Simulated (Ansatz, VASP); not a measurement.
# One calculation of CO, two programs

File INCAR:

```
SYSTEM = CO
PREC = Accurate ; ENCUT = 600
EDIFF = 1E-7 ; ISMEAR = 0
SIGMA = 0.02 ; LREAL = .False.
LASPH = .True. ; NELM = 120
ALGO = Normal ; ISIF = 3
LWAVE = .False. ; LCHARG = .False.
GGA = PE ; IBRION = 2
NSW = 100 ; EDIFFG = -0.01
GGA_COMPAT = .False. ; NELMIN = 4
```

File KPOINTS:

```
regular mesh
0
Gamma
  6 6 4
  0 0 0
```

POSCAR

```
CO
1.0
    4.1588334876      0.0000000000      0.0000000000
   -2.0794167438      3.6016554504      0.0000000000
    0.0000000000      0.0000000000      7.3685088017
C O
2 2
Direct
    0.3333333333      0.6666666667      0.1140415205
    0.6666666667      0.3333333333      0.6140415205
    0.3333333333      0.6666666667      0.2680584795
    0.6666666667      0.3333333333      0.7680584795
```

Input for Ansatz:

```yaml
crystal:
  lattice:
    - [4.1588334876, 0.0, 0.0]
    - [-2.0794167438, 3.6016554504, 0.0]
    - [0.0, 0.0, 7.3685088017]
  atoms:
    - { symbol: C, position: [0.3333333333, 0.6666666667, 0.1140415205] }
    - { symbol: C, position: [0.6666666667, 0.3333333333, 0.6140415205] }
    - { symbol: O, position: [0.3333333333, 0.6666666667, 0.2680584795] }
    - { symbol: O, position: [0.6666666667, 0.3333333333, 0.7680584795] }
basis:
  ecutwfc: 420
kpoints:
  mp_grid: { grid: [6, 6, 4] }
hamiltonian:
  xc: pbe
scf:
  occupations: { method: gaussian, width: 0.02 }
output:
  forces: true
  stress: true
  eigenvalues: true
  write_density: true
  write_potential: true
  elf: true
  volumetric_format: npy
relax:
  adjacent_minimum: "off"
  f_tol: 0.01
  max_steps: 80
  cell: { stress_tol: 0.05 }
```

Alike in both runs: task relaxation of cell and atoms; functional PBE; k mesh 6 × 6 × 4; occupations gaussian, width 0.02 eV; no spin polarisation.

```csv
,VASP,Ansatz
version,VASP 6.6.1,Ansatz 0.2.0
potentials or method,"VASP PAW PBE potentials, release 64 (C, O), cutoff 600 eV","scalar-relativistic, plane waves, PAW"
valence electrons in the cell,20,20
```

VASP gave:

* gap on the k mesh at the Fermi level, each at its own relaxed structure (eV): 6.05
* relaxed volume (Å³/atom): 27.63
* relaxed cell length with the largest relative difference (Å): 4.159

Estimate Ansatz's values.

gap on the k mesh at the Fermi level, each at its own relaxed structure (eV): 6.33; relaxed volume (Å³/atom): 33.57; relaxed cell length with the largest relative difference (Å): 4.469.

One of these differences is far larger than is usual between the two programs; its cause wasn't traced. Ansatz's warnings: xc potential rough in thin density.

Noted on VASP's run: the standard files for N, O and F lose accuracy on very short bonds.
